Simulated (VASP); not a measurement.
# Al in VASP: single point with r2SCAN

Aim: the single point of Al with r2SCAN.

Everything below comes from runs of VASP 6.6.1. Logs are shortened: lines on timing, memory, paths and dates and some standing lists are left out, and cuts for length are marked.

### Step 1. The cell of the first run

The cell holds a slab with vacuum, 28 atoms: a = 8.591 Å, b = 8.591 Å, c = 15.050 Å, α = 90.00°, β = 90.00°, γ = 90.00°.

### Step 2. Single point, r2SCAN

POSCAR reads:

```
Al
1.0
    8.5913470000      0.0000000000      0.0000000000
    0.0000000000      8.5913470000      0.0000000000
    0.0000000000      0.0000000000     15.0500000000
Al
28
Direct
    0.0000000000      0.0000000000      0.0664451827
    0.3333332945      0.0000000000      0.0664451827
    0.6666667055      0.0000000000      0.0664451827
    0.0000000000      0.3333332945      0.0664451827
    0.3333332945      0.3333332945      0.0664451827
    0.6666667055      0.3333332945      0.0664451827
    0.0000000000      0.6666667055      0.0664451827
    0.3333332945      0.6666667055      0.0664451827
    0.6666667055      0.6666667055      0.0664451827
    0.1682768721      0.1666490714      0.2066809967
    0.5066403441      0.1666453468      0.2046061794
    0.8385005285      0.1666423205      0.2076348173
    0.1665012483      0.5004492311      0.2054600664
    0.5019079080      0.5004955568      0.2032949502
    0.8345879872      0.4991844701      0.2038350166
    0.1664993860      0.8328061944      0.2054467774
    0.5019264150      0.8327831480      0.2032736877
    0.8345920611      0.8341376504      0.2038542857
    0.0095667187      0.0014227105      0.3484133555
    0.3449225133     -0.0074845074      0.3414628571
    0.6741755396     -0.0027713931      0.3424184718
    0.0095093354      0.3318487776      0.3483847176
    0.3449061015      0.3406453028      0.3414931561
    0.6741980041      0.3360865299      0.3424122924
   -0.0020176114      0.6666256176      0.3424338206
    0.3370041974      0.6665961694      0.3406801993
    0.6688340024      0.6666399343      0.3425076412
    0.2268154225      0.1665519970      0.4735018605
```

INCAR.step1 reads:

```
ALGO = Normal ; EDIFF = 1E-4
ENCUT = 520 ; GGA = PE
ISMEAR = 0 ; LASPH = T
LCHARG = F ; LREAL = Auto
LWAVE = T ; NBANDS = 62
NELM = 80 ; PREC = Accurate
SIGMA = 0.1
```

INCAR.step2 reads:

```
ALGO = Normal ; EDIFF = 1E-7
ENCUT = 520 ; ISIF = 2
ISMEAR = 0 ; ISTART = 1
LASPH = T ; LCHARG = F
LMIXTAU = T ; LREAL = Auto
LWAVE = F ; METAGGA = R2SCAN
NBANDS = 62 ; NELM = 80
PREC = Accurate ; SIGMA = 0.1
```

KPOINTS reads:

```
k-points
0
Gamma
  3 3 1
```

Potentials or basis: VASP PAW PBE potentials, release 64 (Al).

On the command line:

```
cat potpaw_PBE.64/Al/POTCAR > POTCAR
cp INCAR.step1 INCAR
mpirun -np 1 vasp_std > vasp.out
cp INCAR.step2 INCAR
mpirun -np 1 vasp_std > vasp.out
```

OUTCAR:

```text
EDIFF = 1E-7
   ENCUT = 520
   ISIF = 2
   ISMEAR = 0
   ISTART = 1
   LASPH = T
   LREAL = Auto
   METAGGA = R2SCAN
   NELM = 80
   PREC = Accurate

 ion  position               nearest neighbor table
   1  0.000  0.000  0.066-   2 2.86   3 2.86   4 2.86   7 2.86  18 2.89  16 2.91  12 2.91  10 2.93

   2  0.333  0.000  0.066-   1 2.86   5 2.86   8 2.86   3 2.86  17 2.90  16 2.91  10 2.92  11 2.93

   3  0.667  0.000  0.066-   1 2.86   6 2.86   9 2.86   2 2.86  11 2.87  17 2.88  18 2.90  12 2.96
[... 45 lines left out ...]
  26  0.337  0.667  0.341-  20 2.80  23 2.80  27 2.85  14 2.88  17 2.88  13 2.89  16 2.89  25 2.91

  27  0.669  0.667  0.343-  25 2.83  24 2.84  21 2.84  26 2.85  18 2.91  15 2.91  14 2.91  17 2.91

  28  0.227  0.167  0.474-  23 2.69  20 2.69  19 3.01  22 3.01

  LATTYP: Found a simple tetragonal cell.
 ALAT       =     8.5913470000
 C/A-ratio  =     1.7517625583

  Lattice vectors:

 A1 = (   8.5913470000,   0.0000000000,   0.0000000000)
 A2 = (   0.0000000000,   8.5913470000,   0.0000000000)
 A3 = (   0.0000000000,   0.0000000000,  15.0500000000)

Analysis of symmetry for initial positions (statically):
=====================================================================
 Subroutine PRICEL returns:
 Original cell was already a primitive cell.

 Routine SETGRP: Setting up the symmetry group for a
 simple tetragonal supercell.

 Subroutine GETGRP returns: Found  1 space group operations
 (whereof  1 operations were pure point group operations)
 out of a pool of 16 trial point group operations.

The static configuration has the point symmetry C_1 .

Analysis of symmetry for dynamics (positions and initial velocities):
=====================================================================
 Subroutine PRICEL returns:
 Original cell was already a primitive cell.

 Routine SETGRP: Setting up the symmetry group for a
 simple tetragonal supercell.

 Subroutine GETGRP returns: Found  1 space group operations
 (whereof  1 operations were pure point group operations)
 out of a pool of 16 trial point group operations.

The dynamic configuration has the point symmetry C_1 .

 Subroutine INISYM returns: Found  1 space group operations
 (whereof  1 operations are pure point group operations),
 and found     1 'primitive' translations

[... 127 lines left out ...]
   LREAL  =      T    real-space projection
   EDIFFG = 0.1E-05   stopping-criterion for IOM
   NSW    =      0    number of steps for IOM
   IBRION =     -1    ionic relax: 0-MD 1-quasi-New 2-CG
   NFREE  =      0    steps in history (QN), initial steepest desc. (CG)
   ISIF   =      2    stress and relaxation
   ISYM   =      2    0-nonsym 1-usesym 2-fastsym
   POTIM  = 0.5000    time-step for ionic-motion
   TEBEG  =    0.0;   TEEND  =   0.0 temperature during run
   PSTRESS=    0.0 pullay stress
   NELECT =      84.0000    total number of electrons
   NUPDOWN=      -1.0000    fix difference up-down
   EMIN   =  10.00;   EMAX   =-10.00  energy-range for DOS
   EFERMI =   0.00;   METHOD = LEGACY
   ISMEAR =     0;   SIGMA  =   0.10  broadening in eV -4-tet -1-fermi 0-gaus
   EFERMI_NEDOS =   21; number of points for ismear=-14 and -15
   IALGO  =     38    algorithm
   IMIX   =      4    mixing-type and parameters
     AMIX     =   0.40;   BMIX     =  1.00
     AMIX_MAG =   1.60;   BMIX_MAG =  1.00
  volume/ion in A,a.u.               =      39.67       267.73
  Fermi-wavevector in a.u.,A,eV,Ry     =   0.692280  1.308219  6.520608  0.479251
  Thomas-Fermi vector in A             =   1.774168
   LORBIT       =      0    0 simple, 1 ext, 2 COOP (PROOUT), +10 PAW based schemes
   METAGGA = R2SCAN    functional components
   LHFCALC =     F    Hartree Fock is set to
   AEXX    =    0.0000 exact exchange contribution
   IVDW    =     0    specifies the selected vdW correction
   LEPSILON=     F    determine dielectric tensor
   LRPA    =     F    only Hartree local field effects (RPA)
 non-spin polarized calculation
 Gauss-broadening in eV      SIGMA  =   0.10
  energy-cutoff  :      520.00
  volume of cell :     1110.86
 maximum number of plane-waves:     29910
   NGX = 31   NGY = 31   NGZ = 55

 number of electron      84.0000000 magnetization

 Free energy of the ion-electron system (eV)
  ---------------------------------------------------
  ext. energy  EPLUGINS =         0.00000000
  ---------------------------------------------------
  free energy    TOTEN  =      -177.02623674 eV

  energy without entropy =     -176.97455291  energy(sigma->0) =     -177.00039482

 E-fermi :   0.9340     XC(G=0):  -5.8280

 val. band max:        0.9168053141   @ k =   0.0000   0.0000   0.0000
 cond. band min:       1.0801596805   @ k =   0.0000   0.3333   0.0000
 fundamental gap:      0.1633543665
 Fermi energy:         0.9339831337

 k-point     1 :       0.0000    0.0000    0.0000
  band No.  band energies     occupation
      1     -10.0787      2.00000
      2      -8.0224      2.00000
      3      -7.9656      2.00000
      4      -7.9635      2.00000
      5      -7.9480      2.00000
      6      -7.8093      2.00000
[... 274 lines left out ...]
     53       2.4627      0.00000
     54       2.6657      0.00000
 [bands above 54 left out]

------------------------ aborting loop because EDIFF is reached ----------------------------------------

  FORCE on cell =-STRESS in cart. coord.  units (eV):
  Direction    XX          YY          ZZ          XY          YZ          ZX
  --------------------------------------------------------------------------------------
  -------------------------------------------------------------------------------------
  Total      -28.6845032    -28.1853136     -1.3510415     -0.0042141      0.0142654     -1.8774132
  in kB      -41.3712739    -40.6512995     -1.9485890     -0.0060779      0.0205748     -2.7077679
  external PRESSURE =     -27.9903875 kB  Pullay stress =       0.0000000 kB

 VOLUME and BASIS-vectors are now :
 -----------------------------------------------------------------------------
  energy-cutoff  :      520.00
  volume of cell :     1110.86
      direct lattice vectors                 reciprocal lattice vectors
     8.591347000  0.000000000  0.000000000     0.116396183  0.000000000  0.000000000
     0.000000000  8.591347000  0.000000000     0.000000000  0.116396183  0.000000000
     0.000000000  0.000000000 15.050000000     0.000000000  0.000000000  0.066445183

 POSITION                                       TOTAL-FORCE (eV/Angst)
 -----------------------------------------------------------------------------------
      0.00000      0.00000      1.00000        -0.042058     -0.038355      0.049327
      2.86378      0.00000      1.00000         0.055512     -0.058196      0.078079
      5.72757      0.00000      1.00000         0.025013      0.002587      0.019941
      0.00000      2.86378      1.00000        -0.041869      0.038171      0.046672
      2.86378      2.86378      1.00000         0.049714      0.052369      0.075942
      5.72757      2.86378      1.00000         0.030497     -0.008499      0.017934
[... 20 lines left out ...]
      5.74619      5.72733      5.15474         0.004958      0.002791     -0.021375
      1.94865      1.43091      7.12620        -0.558548      0.000204     -0.168549
 -----------------------------------------------------------------------------------
    total drift:                                0.007435      0.015853     -0.023998

  FREE ENERGIE OF THE ION-ELECTRON SYSTEM (eV)
  ---------------------------------------------------
  free  energy   TOTEN  =      -177.0262367358 eV

  energy  without entropy=     -176.9745529131  energy(sigma->0) =     -177.00039482
```

OUTCAR.step1:

```text
EDIFF = 1E-4
   ENCUT = 520
   GGA = PE
   ISMEAR = 0
[... 596 lines left out ...]
      2.86378      2.86378      1.00000         0.047583      0.049632     -0.079357
      5.72757      2.86378      1.00000         0.024652     -0.007841     -0.146692
[... 20 lines left out ...]
      5.74619      5.72733      5.15474         0.006458      0.002539      0.133852
      1.94865      1.43091      7.12620        -0.510839      0.000164      0.020638
 -----------------------------------------------------------------------------------
    total drift:                                0.004294      0.014410     -0.025154

  FREE ENERGIE OF THE ION-ELECTRON SYSTEM (eV)
  ---------------------------------------------------
  free  energy   TOTEN  =       -95.0555677285 eV

  energy  without entropy=      -94.9878201675  energy(sigma->0) =      -95.02169395
```

Wall time 29 min (1 thread of AMD EPYC 9R45 (Zen 5), shared host); peak memory 1 GiB.

What came out:

* Free energy: -177.0262 eV
* Largest force: 0.583 eV/Å
* Band gap on the k mesh: zero (bands 42 and 43 overlap by 0.07 eV)

Forces in eV/Å, atoms in the order of the input:
```
Al  -0.042 -0.038  0.049
Al   0.056 -0.058  0.078
Al   0.025  0.003  0.020
Al  -0.042  0.038  0.047
Al   0.050  0.052  0.076
Al   0.030 -0.008  0.018
Al  -0.035 -0.002  0.003
Al  -0.021  0.004  0.058
Al   0.112  0.004 -0.106
Al   0.028  0.002  0.017
Al   0.015  0.001  0.002
Al   0.030  0.003  0.000
Al   0.010  0.005  0.006
Al   0.005  0.007 -0.016
Al   0.005  0.006  0.000
Al   0.009 -0.009  0.006
Al   0.002 -0.009 -0.011
Al   0.004 -0.007  0.000
Al   0.043  0.006  0.027
Al   0.053  0.008 -0.007
Al   0.049 -0.020 -0.031
Al   0.045 -0.008  0.028
Al   0.055 -0.008 -0.007
Al   0.048  0.021 -0.030
Al  -0.003  0.003 -0.018
Al   0.023  0.002 -0.018
Al   0.005  0.003 -0.021
Al  -0.559  0.000 -0.169
```

Caveat: there is no dipole correction, which matters where the two faces differ; the PAW data sets were made with another functional, which shifts forces and pressure a little.

The gap in the log of VASP goes by the Fermi energy; the results here count the filled bands.